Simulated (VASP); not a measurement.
A run of VASP 6.6.1 is set up as follows.

INCAR

```
PREC = Accurate
ENCUT = 520
EDIFF = 1E-7
ISMEAR = -1
SIGMA = 0.02
LREAL = False
LASPH = True
NELM = 150
ALGO = Normal
ISIF = 2
LWAVE = False
LCHARG = True
MAGMOM = 0 0 0 0 0 0
LORBIT = 11
LSORBIT = True
GGA_COMPAT = False
LORBMOM = True
LMAXMIX = 4
GGA = PE
IVDW = 12
LVHAR = True
NBANDS = 40
```

File KPOINTS:

```
regular mesh
0
Gamma
  8 8 5
```

The input POSCAR:

```
Ru
1.0
    2.7237197275      0.0000000000      0.0000000000
   -1.3618598638      2.3588104769      0.0000000000
    0.0000000000      0.0000000000      4.3102577801
Ru
2
Direct
    0.6666666667      0.3333333333      0.7500000000
    0.3333333333      0.6666666667      0.2500000000
```

Potentials or basis: VASP PAW PBE potentials, release 64 (Ru_pv).

Launch:

```bash
$ cat potpaw_PBE.64/Ru_pv/POTCAR > POTCAR
$ mpirun -np 1 vasp_ncl > vasp.out
```

Question: Predict the net moment.

Answer: 0.00 μB per cell.

Question: What does it give for the dispersion energy per atom?

Answer: -0.611 eV.

Moments on the atoms (μB; x, y, z):
```
Ru  0.00 0.00 0.00
Ru  0.00 0.00 0.00
```
